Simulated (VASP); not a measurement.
Input of a VASP 6.6.1 run:

The input INCAR:

```
SYSTEM = Hg
ALGO = Normal ; EDIFF = 1E-6
EDIFFG = -0.005 ; ENCUT = 600
GGA = PE ; IBRION = 2
ISIF = 3 ; ISMEAR = -1
LASPH = .TRUE. ; LCHARG = .FALSE.
LREAL = .FALSE. ; LWAVE = .FALSE.
NELM = 80 ; NSW = 45
PREC = Accurate ; SIGMA = 0.05
```

File KPOINTS:

```
k-points
0
G
  11 11 11
  0 0 0
```

Contents of POSCAR:

```
Hg
1.0
    0.0000000000      3.8360864888      3.8360864888
    3.8360864888      0.0000000000      3.8360864888
    3.8360864888      3.8360864888      0.0000000000
Hg
2
Direct
   -0.1250000000     -0.1250000000     -0.1250000000
    0.1250000000      0.1250000000      0.1250000000
```

Potentials or basis: VASP PAW PBE potentials, release 64 (Hg).

Launch:

```console
$ cat potpaw_PBE.64/Hg/POTCAR > POTCAR
$ mpirun -np 1 vasp_std > vasp.out
```

(1) Predict the space group after relaxing (to 0.1 Å).

(2) Predict the band gap on the k mesh.

(3) What does it give for the relaxed volume?

(4) Predict the relaxed cell.

Answers

(1) Fd-3m (No. 227).

(2) 0.50 eV (least direct gap 2.93 eV).

(3) 56.67 Å³/atom.

(4) a = 5.432 Å, b = 5.432 Å, c = 5.432 Å, α = 60.00°, β = 60.00°, γ = 60.00°.

Caveat: spin-orbit coupling is left out, which moves the levels of the heavy elements; an odd mesh through Γ misses points on the zone boundary, where band edges can lie.
